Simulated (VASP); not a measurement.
# HfMgO (P4mm) in VASP: notebook

Runs on HfMgO. Level: PBE. Tasks: single point, relaxation of cell and atoms.

Program: VASP 6.6.1. These are calculated values, not measurements. Logs are shortened: lines on timing, memory, paths and dates and some standing lists are left out, and cuts for length are marked.

## 1. The cell of the first run

The structure is tetragonal, space group P4mm (No. 99). The conventional cell has a = 3.227 Å, b = 3.227 Å, c = 4.407 Å, α = 90.00°, β = 90.00°, γ = 90.00°. Mg (site symmetry 4mm) has 1 O at 1.59 Å within 2.1 Å. Within 3.4 Å of Hf (site symmetry 4mm) lie 4 O at 2.55 Å and 4 Mg at 2.83 Å and 4 Hf at 3.23 Å. O (site symmetry 4mm) has 1 Mg at 1.59 Å within 2.1 Å.

## 2. Single point, PBE

The input, INCAR:

```
ALGO = Normal ; EDIFF = 1E-7
ENCUT = 520 ; GGA = PE
ISIF = 2 ; ISMEAR = 0
LASPH = T ; LCHARG = F
LREAL = F ; LWAVE = F
NBANDS = 16 ; NELM = 100
PREC = Accurate ; SIGMA = 0.1
```

The input, KPOINTS:

```
k-points
0
Gamma
  6 6 4
```

The input, POSCAR:

```
HfMgO
1.0
    3.2270808000      0.0000000000      0.0000000000
    0.0000000000      3.2270808000      0.0000000000
    0.0000000000      0.0000000000      4.4069434900
Mg Hf O
1 1 1
Direct
    0.5000000000      0.5000000000      0.4879804400
    0.0000000000      0.0000000000      0.8664803400
    0.5000000000      0.5000000000      0.1264843700
```

Potentials or basis: VASP PAW PBE potentials, release 64 (Mg, Hf_pv, O).

The run is started by

```
> cat potpaw_PBE.64/Mg/POTCAR potpaw_PBE.64/Hf_pv/POTCAR potpaw_PBE.64/O/POTCAR > POTCAR
> mpirun -np 1 vasp_std > vasp.out
```

OUTCAR:

```text
EDIFF = 1E-7
   ENCUT = 520
   GGA = PE
   ISIF = 2
   ISMEAR = 0
   LASPH = T
   LREAL = F
   NELM = 100
   PREC = Accurate

 ion  position               nearest neighbor table
   1  0.500  0.500  0.488-   3 1.59   2 2.83   2 2.83   2 2.83   2 2.83   2 3.56   2 3.56   2 3.56
                             2 3.56
   2  0.000  0.000  0.866-   3 2.55   3 2.55   3 2.55   3 2.55   1 2.83   1 2.83   1 2.83   1 2.83
                             1 3.56   1 3.56   1 3.56   1 3.56
   3  0.500  0.500  0.126-   1 1.59   2 2.55   2 2.55   2 2.55   2 2.55

  LATTYP: Found a simple tetragonal cell.
 ALAT       =     3.2270808000
 C/A-ratio  =     1.3656129992

  Lattice vectors:

 A1 = (   3.2270808000,   0.0000000000,   0.0000000000)
 A2 = (   0.0000000000,   3.2270808000,   0.0000000000)
 A3 = (   0.0000000000,   0.0000000000,   4.4069434900)

Analysis of symmetry for initial positions (statically):
=====================================================================
 Subroutine PRICEL returns:
 Original cell was already a primitive cell.

 Routine SETGRP: Setting up the symmetry group for a
 simple tetragonal supercell.

 Subroutine GETGRP returns: Found  8 space group operations
 (whereof  8 operations were pure point group operations)
 out of a pool of 16 trial point group operations.

The static configuration has the point symmetry C_4v.

Analysis of symmetry for dynamics (positions and initial velocities):
=====================================================================
 Subroutine PRICEL returns:
 Original cell was already a primitive cell.

 Routine SETGRP: Setting up the symmetry group for a
 simple tetragonal supercell.

 Subroutine GETGRP returns: Found  8 space group operations
 (whereof  8 operations were pure point group operations)
 out of a pool of 16 trial point group operations.

The dynamic configuration has the point symmetry C_4v.

 Subroutine INISYM returns: Found  8 space group operations
 (whereof  8 operations are pure point group operations),
 and found     1 'primitive' translations

----------------------------------------------------------------------------------------

                                     Primitive cell

  volume of cell :      45.8941

  direct lattice vectors                    reciprocal lattice vectors
     3.227080800  0.000000000  0.000000000     0.309877583  0.000000000  0.000000000
     0.000000000  3.227080800  0.000000000     0.000000000  0.309877583  0.000000000
[... 89 lines left out ...]
   EDIFFG = 0.1E-05   stopping-criterion for IOM
   NSW    =      0    number of steps for IOM
   IBRION =     -1    ionic relax: 0-MD 1-quasi-New 2-CG
   NFREE  =      0    steps in history (QN), initial steepest desc. (CG)
   ISIF   =      2    stress and relaxation
   ISYM   =      2    0-nonsym 1-usesym 2-fastsym
   POTIM  = 0.5000    time-step for ionic-motion
   TEBEG  =    0.0;   TEEND  =   0.0 temperature during run
   PSTRESS=    0.0 pullay stress
   NELECT =      18.0000    total number of electrons
   NUPDOWN=      -1.0000    fix difference up-down
   EMIN   =  10.00;   EMAX   =-10.00  energy-range for DOS
   EFERMI =   0.00;   METHOD = LEGACY
   ISMEAR =     0;   SIGMA  =   0.10  broadening in eV -4-tet -1-fermi 0-gaus
   EFERMI_NEDOS =   21; number of points for ismear=-14 and -15
   IALGO  =     38    algorithm
   IMIX   =      4    mixing-type and parameters
     AMIX     =   0.40;   BMIX     =  1.00
     AMIX_MAG =   1.60;   BMIX_MAG =  1.00
  volume/ion in A,a.u.               =      15.30       103.24
  Fermi-wavevector in a.u.,A,eV,Ry     =   1.198340  2.264534 19.538211  1.436018
  Thomas-Fermi vector in A             =   2.334231
   LORBIT       =      0    0 simple, 1 ext, 2 COOP (PROOUT), +10 PAW based schemes
   GGA     = PE    functional components
   LHFCALC =     F    Hartree Fock is set to
   AEXX    =    0.0000 exact exchange contribution
   IVDW    =     0    specifies the selected vdW correction
   LEPSILON=     F    determine dielectric tensor
   LRPA    =     F    only Hartree local field effects (RPA)
 non-spin polarized calculation
 Gauss-broadening in eV      SIGMA  =   0.10
  energy-cutoff  :      520.00
  volume of cell :       45.89
 maximum number of plane-waves:      1256
   NGX = 13   NGY = 13   NGZ = 17

 number of electron      17.9999993 magnetization

 Free energy of the ion-electron system (eV)
  ---------------------------------------------------
  ext. energy  EPLUGINS =         0.00000000
  ---------------------------------------------------
  free energy    TOTEN  =       -17.88577105 eV

  energy without entropy =      -17.87566707  energy(sigma->0) =      -17.88071906

 E-fermi :   4.6480     XC(G=0): -10.6117

 val. band max:        4.6433073331   @ k =   0.0000   0.0000   0.5000
 cond. band min:       4.6584361973   @ k =   0.3333   0.3333   0.2500
 fundamental gap:      0.0151288642
 Fermi energy:         4.6479998917

 k-point     1 :       0.0000    0.0000    0.0000
  band No.  band energies     occupation
      1     -26.7126      2.00000
      2     -26.3378      2.00000
      3     -26.3378      2.00000
      4     -14.6417      2.00000
      5      -1.3060      2.00000
      6      -0.0540      2.00000
[... 433 lines left out ...]
      3     -26.3031      2.00000
      4     -14.3030      2.00000
      5      -1.5676      2.00000
      6      -0.6839      2.00000
[... 8 lines left out ...]
     15      11.6299      0.00000
     16      12.1408      0.00000

 [... further k-points ...]

------------------------ aborting loop because EDIFF is reached ----------------------------------------

  FORCE on cell =-STRESS in cart. coord.  units (eV):
  Direction    XX          YY          ZZ          XY          YZ          ZX
  --------------------------------------------------------------------------------------
  -------------------------------------------------------------------------------------
  Total       -1.2393615     -1.2393615     17.1430940      0.0000000      0.0000000      0.0000000
  in kB      -43.2664676    -43.2664676    598.4703358      0.0000000      0.0000000      0.0000000
  external PRESSURE =     170.6458002 kB  Pullay stress =       0.0000000 kB

 VOLUME and BASIS-vectors are now :
 -----------------------------------------------------------------------------
  energy-cutoff  :      520.00
  volume of cell :       45.89
      direct lattice vectors                 reciprocal lattice vectors
     3.227080800  0.000000000  0.000000000     0.309877583  0.000000000  0.000000000
     0.000000000  3.227080800  0.000000000     0.000000000  0.309877583  0.000000000
     0.000000000  0.000000000  4.406943490     0.000000000  0.000000000  0.226914641

 POSITION                                       TOTAL-FORCE (eV/Angst)
 -----------------------------------------------------------------------------------
      1.61354      1.61354      2.15050         0.000000     -0.000000      6.990704
      0.00000      0.00000      3.81853        -0.000000      0.000000      4.644750
      1.61354      1.61354      0.55741         0.000000     -0.000000    -11.635454
 -----------------------------------------------------------------------------------
    total drift:                                0.000000      0.000000      0.000200

  FREE ENERGIE OF THE ION-ELECTRON SYSTEM (eV)
  ---------------------------------------------------
  free  energy   TOTEN  =       -17.8857710491 eV

  energy  without entropy=      -17.8756670722  energy(sigma->0) =      -17.88071906
```

stdout:

```text
POSCAR found type information on POSCAR MgHfO
 POSCAR found :  3 types and       3 ions
 scaLAPACK will be used
 LDA part: xc-table for (Slater+PW92), standard interpolation
 POSCAR, INCAR and KPOINTS ok, starting setup
 FFT: planning ... GRIDC
 FFT: planning ... GRID_SOFT
 FFT: planning ... GRID
 WAVECAR not read
 entering main loop
```

Run time: 7.5 s. Hardware: 1 thread of Intel Xeon 6975P-C (Granite Rapids), shared host; peak memory 0.16 GiB.

What came out:

- Free energy: -17.8858 eV
- Pressure: 17.1 GPa
- Largest force: 11.635 eV/Å
- Band gap on the k mesh: zero (band 9 reaches 4.70 eV, above the bottom of band 10 at 4.19 eV)

Forces on the atoms (eV/Å):
```
Mg    0.000   0.000   6.991
Hf    0.000   0.000   4.645
O     0.000   0.000 -11.635
```

Levels at points of the mesh, in eV from the Fermi level:
```tsv
k point	band 6	band 7	band 8	band 9	band 10	band 11	band 12	band 13
(0.00, 0.00, 0.00)	-4.70	-4.07	-4.07	-1.31	0.52	3.10	3.10	4.07
(0.50, 0.00, 0.00)	-4.73	-4.25	-1.84	-0.70	-0.46	2.97	3.01	3.11
(0.50, 0.50, 0.00)	-5.56	-5.18	-0.45	-0.17	-0.17	0.38	5.89	6.26
(0.00, 0.00, 0.50)	-4.12	-4.12	-1.83	-1.16	0.00	2.07	2.98	2.98
(0.50, 0.00, 0.50)	-5.33	-4.24	-1.97	-1.54	1.50	2.70	2.86	3.95
(0.50, 0.50, 0.50)	-5.72	-5.70	-0.06	-0.06	1.25	2.24	3.40	5.90
```

Caveat: spin-orbit coupling is left out, which moves the levels of the heavy elements; forces of over 1 eV/Å act on the atoms, so gaps and moduli don't describe the material at rest.

## 3. Single point, PBE

This run uses another cell than the first one, of 15.59 Å³/atom, 1.019 times its volume.

The input, INCAR:

```
PREC = Accurate
ENCUT = 520
EDIFF = 1E-6
ISMEAR = 0
SIGMA = 0.1
LREAL = False
LASPH = True
NELM = 60
ALGO = Normal
ISIF = 2
LWAVE = False
LCHARG = False
GGA = PE
NBANDS = 16
```

The input, KPOINTS:

```
regular mesh
0
Gamma
  6 6 4
```

The input, POSCAR:

```
HfMgO
1.0
    3.0951012271      0.0000000000      0.0000000000
    0.0000000000      3.0951012271      0.0000000000
    0.0000000000      0.0000000000      4.8816370337
Mg Hf O
1 1 1
Direct
    0.5000000000      0.5000000000      0.4892232445
    0.0000000000      0.0000000000      0.9370695369
    0.5000000000      0.5000000000      0.0546523686
```

Potentials or basis: VASP PAW PBE potentials, release 64 (Mg, Hf_pv, O).

The run is started by

```
> cat potpaw_PBE.64/Mg/POTCAR potpaw_PBE.64/Hf_pv/POTCAR potpaw_PBE.64/O/POTCAR > POTCAR
> mpirun -np 1 vasp_std > vasp.out
```

Run time: 7.1 s. Hardware: 1 thread of Intel Xeon 6975P-C (Granite Rapids), shared host; peak memory 0.17 GiB.

It converged, with:

| Quantity | Value |
| --- | --- |
| Free energy | -20.6994 eV |
| Pressure | -1.3 GPa |
| Largest force | 0.105 eV/Å |
| Band gap on the k mesh | zero (band 9 reaches 5.22 eV, above the bottom of band 10 at 4.00 eV) |

Forces in eV/Å, atoms in the order of the input:
```
Mg   0.000  0.000  0.007
Hf   0.000  0.000  0.098
O    0.000  0.000 -0.105
```

Stress tensor (GPa, compression positive):
```
-1.66  0.00  0.00
 0.00 -1.66  0.00
 0.00  0.00 -0.49
```

Levels at points of the mesh, in eV from the Fermi level:
```
           k point  band 5  band 6  band 7  band 8  band 9  band 10  band 11  band 12  band 13  band 14
(0.00, 0.00, 0.00)   -7.01   -5.32   -5.25   -5.25   -1.95     2.42     3.30     3.30     3.49     4.07
(0.50, 0.00, 0.00)   -8.25   -6.49   -6.23   -2.16   -1.64     1.16     2.08     3.32     5.09     5.78
(0.50, 0.50, 0.00)   -6.55   -6.55   -6.05   -0.19   -0.12    -0.12     2.68     3.24     3.24     6.44
(0.00, 0.00, 0.50)   -7.64   -5.26   -5.26   -3.04   -1.89    -1.04     2.80     3.10     3.10     4.08
(0.50, 0.00, 0.50)   -8.15   -6.63   -6.49   -1.54   -0.90     0.76     2.63     3.14     3.90     4.75
(0.50, 0.50, 0.50)   -6.58   -6.58   -6.22   -0.64   -0.64     1.86     2.92     3.42     5.78     5.78
```

Caveat: spin-orbit coupling is left out, which moves the levels of the heavy elements.

## 4. Relaxation of cell and atoms, PBE

The input, INCAR:

```
SYSTEM = HfMgO
PREC = Accurate
ENCUT = 600
EDIFF = 1E-6
ISMEAR = 0
SIGMA = 0.1
LREAL = .False.
LASPH = .True.
NELM = 60
ALGO = Normal
ISIF = 3
LWAVE = .False.
LCHARG = .False.
GGA = PE
IBRION = 2
NSW = 90
EDIFFG = -0.04
```

The input, KPOINTS:

```
regular mesh
0
Gamma
  6 6 4
  0 0 0
```

The input, POSCAR:

```
HfMgO
1.0
    3.2270808000      0.0000000000      0.0000000000
    0.0000000000      3.2270808000      0.0000000000
    0.0000000000      0.0000000000      4.4069434900
Mg Hf O
1 1 1
Direct
    0.5000000000      0.5000000000      0.4879804400
    0.0000000000      0.0000000000      0.8664803400
    0.5000000000      0.5000000000      0.1264843700
```

The run is started by

```
> cat potpaw_PBE.64/Mg/POTCAR potpaw_PBE.64/Hf_pv/POTCAR potpaw_PBE.64/O/POTCAR > POTCAR
> mpirun -np 1 vasp_std > vasp.out
```

It took 3 min on 1 thread of Intel Xeon 6975P-C (Granite Rapids), shared host; peak memory 0.2 GiB.

Results (log left out):

```yaml
Free_energy: -20.7048 eV
Relaxed_volume: 15.45 Å³/atom
Relaxed_cell: a = 3.080 Å, b = 3.080 Å, c = 4.887 Å, α = 90.00°, β = 90.00°, γ = 90.00°
Space_group_after_relaxing_to_0.05_Å: P4mm (No. 99)
Energy_gained_by_relaxing: 938.7 meV/atom
Ionic_steps: 32
Pressure_after_relaxing: 0.0 GPa
Largest_force_after_relaxing: 0.026 eV/Å
Band_gap_on_the_k_mesh: zero (band 9 reaches 5.30 eV, above the bottom of band 10 at 4.05 eV)
```

Forces on the atoms (eV/Å):
```
Mg   0.000  0.000  0.015
Hf   0.000  0.000  0.011
O    0.000  0.000 -0.026
```

Stress tensor (GPa, compression positive):
```
 0.10  0.00  0.00
 0.00  0.10  0.00
 0.00  0.00 -0.22
```

Step by step:
```csv
step,energy change (eV),largest force (eV/Å),pressure (GPa),volume (Å³)
1,0.0000,11.6312,16.99,45.89
2,-2.2910,0.6556,-6.55,56.18
3,-2.2928,0.6675,-6.57,56.05
4,-2.2952,0.7169,-6.66,55.86
5,-2.2907,1.3377,-7.04,54.11
6,-2.4668,1.0730,5.67,48.67
7,-2.4851,1.0669,2.24,49.80
8,-2.5642,0.6208,0.17,50.11
9,-2.5944,0.3908,-1.10,50.37
10,-2.6132,0.0886,-2.95,50.88
11,-2.6375,0.2026,2.56,48.04
12,-2.6399,0.1718,1.19,48.67
13,-2.6784,0.2360,1.31,47.64
14,-2.6762,0.6706,4.12,44.42
15,-2.7109,0.3259,1.95,46.36
16,-2.7128,0.3866,2.45,45.84
17,-2.7250,0.3791,-2.53,47.12
18,-2.7276,0.3798,-1.11,46.73
19,-2.7417,0.3866,-1.06,46.45
20,-2.7767,0.2569,-0.19,45.62
21,-2.6964,0.8402,2.83,43.91
22,-2.7774,0.2267,0.11,45.42
23,-2.7776,0.2130,0.26,45.34
24,-2.7900,0.1918,0.75,45.36
25,-2.8002,0.2559,1.33,45.38
26,-2.8082,0.2376,-0.54,46.23
27,-2.8083,0.2403,-0.67,46.31
28,-2.8148,0.1440,0.19,46.21
29,-2.8153,0.0919,0.43,46.17
30,-2.8159,0.0392,-0.28,46.46
31,-2.8159,0.0442,-0.15,46.41
32,-2.8162,0.0264,-0.01,46.35
```

Final structure:
```xyz
3
Lattice="3.0797 0.0000 0.0000 0.0000 3.0797 0.0000 0.0000 0.0000 4.8869" Properties=species:S:1:pos:R:3 pbc="T T T"
Mg    1.5398    1.5398    2.3897
Hf    0.0000    0.0000    4.5854
O     1.5398    1.5398    0.2622
```

Levels at points of the mesh, in eV from the Fermi level:
```csv
k point,band 6,band 7,band 8,band 9,band 10,band 11,band 12,band 13
"(0.00, 0.00, 0.00)",-5.37,-5.31,-5.31,-2.01,2.49,3.33,3.33,3.46
"(0.50, 0.00, 0.00)",-6.60,-6.32,-2.21,-1.65,1.19,2.08,3.36,5.09
"(0.50, 0.50, 0.00)",-6.61,-6.12,-0.19,-0.13,-0.13,2.77,3.19,3.19
"(0.00, 0.00, 0.50)",-5.32,-5.32,-3.11,-1.96,-1.08,2.86,3.13,3.13
"(0.50, 0.00, 0.50)",-6.72,-6.60,-1.56,-0.90,0.72,2.66,3.19,3.85
"(0.50, 0.50, 0.50)",-6.64,-6.28,-0.66,-0.66,1.86,2.91,3.51,5.76
```

Caveat: spin-orbit coupling is left out, which moves the levels of the heavy elements.

## 5. Overview

```tsv
task	cell	cutoff (eV)	gap on the mesh (eV)	pressure (GPa)	largest force (eV/Å)
single point	a = 3.227, b = 3.227, c = 4.407 Å, 3 atoms	520	none	17.1	11.64
single point	a = 3.095, b = 3.095, c = 4.882 Å, 3 atoms	520	none	-1.3	0.10
relaxation of cell and atoms	relaxed from a = 3.227, b = 3.227, c = 4.407 Å, 3 atoms	600	none	0.0	0.03
```

Alike in all rows: level PBE; potentials or basis VASP PAW PBE potentials, release 64 (Mg, Hf_pv, O); no spin polarisation; k mesh 6 × 6 × 4; smearing gaussian 0.1 eV.

Caveats: spin-orbit coupling is left out, which moves the levels of the heavy elements; forces of over 1 eV/Å act on the atoms, so gaps and moduli don't describe the material at rest (some runs).

Absolute energies hang on the potentials; compare differences alone.
